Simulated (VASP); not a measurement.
Input of a VASP 6.6.1 run:

The input INCAR:

```
  ALGO = Normal
  EDIFF = 1E-7
  ENCUT = 520
  GGA = PS
  ISIF = 2
  ISMEAR = 0
  LASPH = True
  LCHARG = False
  LREAL = False
  LWAVE = False
  NBANDS = 11
  NELM = 100
  PREC = Accurate
  SIGMA = 0.05
```

Contents of KPOINTS:

```
k-points
0
Gamma
  12 12 12
```

The input POSCAR:

```
BN
1.0
    0.0000000000      3.4953158300      2.1660912400
    1.2516321000      0.0000000000      2.1660912400
    1.2516321000      3.4953158300      0.0000000000
B N
1 1
Direct
    0.0643470834      0.0280824306      0.9154227910
    0.6666513400      0.6666513400      0.3333486600
```

Potentials or basis: VASP PAW PBE potentials, release 64 (B, N).

The run is started by

```bash
$ cat potpaw_PBE.64/B/POTCAR potpaw_PBE.64/N/POTCAR > POTCAR
$ mpirun -np 1 vasp_std > vasp.out
```

(1) What does it give for the band gap on the k mesh?

(2) Estimate the pressure.

(3) Estimate the largest force.

Answers

(1) 2.60 eV, indirect (least direct gap 3.63 eV).

(2) 14.8 GPa.

(3) 7.871 eV/Å.

Caveat: the cell differs from its parent crystal (atom 1 (B) moved by (-0.100, +0.200) A along [1 1 0] and z); the PAW data sets were made with another functional, which shifts forces and pressure a little.
